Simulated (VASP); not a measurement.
Input of a VASP 6.6.1 run:

The input INCAR:

```
PREC = Accurate ; ENCUT = 520
EDIFF = 1E-6 ; ISMEAR = 0
SIGMA = 0.1 ; LREAL = False
LASPH = True ; NELM = 60
ALGO = Normal ; ISIF = 2
LWAVE = False ; LCHARG = False
GGA = PE ; NBANDS = 36
```

File KPOINTS:

```
Automatic mesh
0
Gamma
  4 4 4
```

File POSCAR:

```
Ta3As4
1.0
   -3.2897318600      3.2897318600      3.2897318600
    3.2897318600     -3.2897318600      3.2897318600
    3.2897318600      3.2897318600     -3.2897318600
Ta As
3 4
Direct
    0.0000000000      0.5000000000      0.5000000000
    0.5000000000      0.0000000000      0.5000000000
    0.5000000000      0.5000000000      0.0000000000
    0.5000000000      0.5000000000      0.5000000000
    0.0000000000      0.0000000000      0.5000000000
    0.0000000000      0.5000000000      0.0000000000
    0.5000000000      0.0000000000      0.0000000000
```

Potentials or basis: VASP PAW PBE potentials, release 64 (Ta_pv, As).

Run with:

```bash
$ cat potpaw_PBE.64/Ta_pv/POTCAR potpaw_PBE.64/As/POTCAR > POTCAR
$ mpirun -np 1 vasp_std > vasp.out
```

Task: Predict the pressure.

Result: -10.6 GPa.

Task: Estimate the band gap on the k mesh.

Result: Zero (an odd number of electrons rules out a gap without spin polarisation).

Caveat: the cell stands under tension; spin-orbit coupling is left out, which moves the levels of the heavy elements.
